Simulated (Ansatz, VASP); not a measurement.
## Two plane-wave programs on Pt

INCAR

```
SYSTEM = Pt
ALGO     = Normal         ! electronic algorithm
EDIFF    = 1E-7           ! SCF threshold, eV
ENCUT    = 520            ! plane-wave cutoff, eV
GGA      = PE             ! functional
ISIF     = 2              ! what is computed and relaxed
ISMEAR   = -1             ! smearing method
LASPH    = .TRUE.         ! aspherical terms in the spheres
LCHARG   = .FALSE.        ! write CHGCAR
LREAL    = .FALSE.        ! projectors in reciprocal space
LWAVE    = .FALSE.        ! write WAVECAR
NBANDS   = 11             ! bands
NELM     = 60             ! most SCF steps
PREC     = Accurate       ! precision mode
SIGMA    = 0.1            ! smearing width, eV
```

File KPOINTS:

```
k-points
0
G
  14 14 14
  0 0 0
```

POSCAR

```
Pt
1.0
    0.0000000000      1.9857786488      1.9857786488
    1.9857786488      0.0000000000      1.9857786488
    1.9857786488      1.9857786488      0.0000000000
Pt
1
Direct
    0.0000000000      0.0000000000      0.0000000000
```

Input for Ansatz:

```yaml
crystal:
  lattice:
    - [0.0, 1.9857786488, 1.9857786488]
    - [1.9857786488, 0.0, 1.9857786488]
    - [1.9857786488, 1.9857786488, 0.0]
  atoms:
    - { symbol: Pt, position: [0.0, 0.0, 0.0] }
hamiltonian:
  xc: pbe
  pseudopotentials:
    kind: paw
    azcp:
      Pt: "pseudopotentials/Pt.paw.azcp"
basis:
  ecutwfc: 500
  fft_grid_basis: typed
kpoints:
  mp_grid: { grid: [14, 14, 14], shift: [0, 0, 0] }
magnetization:
  spin_polarized: false
scf:
  occupations: { method: fermi_dirac, width: 0.1 }
  lower_state_search: "off"
output:
  stress: true
```

Alike in both runs: task single point; functional PBE; k mesh 14 × 14 × 14; occupations fermi-dirac, width 0.1 eV; no spin polarisation.

|  | VASP | Ansatz |
| --- | --- | --- |
| version | VASP 6.6.1 | Ansatz 0.2.0 |
| potentials or method | VASP PAW PBE potentials, release 64 (Pt), cutoff 520 eV | plane waves (500 eV) with PAW, scalar-relativistic |
| valence electrons in the cell | 10 | 18 |

|  | VASP | Ansatz | Ansatz less VASP |
| --- | --- | --- | --- |
| pressure (GPa) | -0.5 | 0.0 | +0.47 |

With one functional, cell and mesh, what is left measures potentials, basis and numerics. VASP's potentials hold 10 valence electrons a cell and Ansatz's 18, so a difference there can come from the potentials and not from the codes.

Neither program's run includes spin-orbit coupling.
